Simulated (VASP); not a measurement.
Wanted: the native input for a VASP 6.6.1 run.

```yaml
Task: single point
Functional: PBE
Potentials_or_basis: VASP PAW PBE potentials, release 64 (Ti_sv, C)
Cutoff: 520 eV
k_mesh: 14 × 14 × 14
Occupations: fermi-dirac, width 0.05 eV
Spin: no spin polarisation
Dipole_correction: no
Further_INCAR_settings: ALGO = Normal; EDIFF = 1e-06; NBANDS = 15
```

The structure of TiC (CsCl type) lies in POSCAR:

```
TiC
1.0
    2.7107100595      0.0000000000      0.0000000000
    0.0000000000      2.7107100595      0.0000000000
    0.0000000000      0.0000000000      2.7107100595
Ti C
1 1
Direct
    0.0000000000      0.0000000000      0.0000000000
    0.5000000000      0.5000000000      0.5000000000
```

These files were run (other wordings do the same):

INCAR

```
ALGO = Normal ; EDIFF = 1E-6
ENCUT = 520 ; GGA = PE
ISIF = 2 ; ISMEAR = -1
LASPH = T ; LCHARG = T
LELF = T ; LREAL = F
LVHAR = T ; LWAVE = F
NBANDS = 15 ; NELM = 60
PREC = Accurate ; SIGMA = 0.05
```

KPOINTS

```
k-points
0
Gamma
  14 14 14
```

Potentials or basis: VASP PAW PBE potentials, release 64 (Ti_sv, C).

Run with:

```console
$ cat potpaw_PBE.64/Ti_sv/POTCAR potpaw_PBE.64/C/POTCAR > POTCAR
$ mpirun -np 1 vasp_std > vasp.out
```

Results of the run:

- Pressure: 0.2 GPa
- Band gap on the k mesh: zero (band 8 reaches 11.54 eV, above the bottom of band 9 at 9.33 eV)

It took 26 s on 1 thread of Intel(R) Xeon(R) 6975P-C (Granite Rapids), with other jobs on the host, peak memory 0.15 GiB.
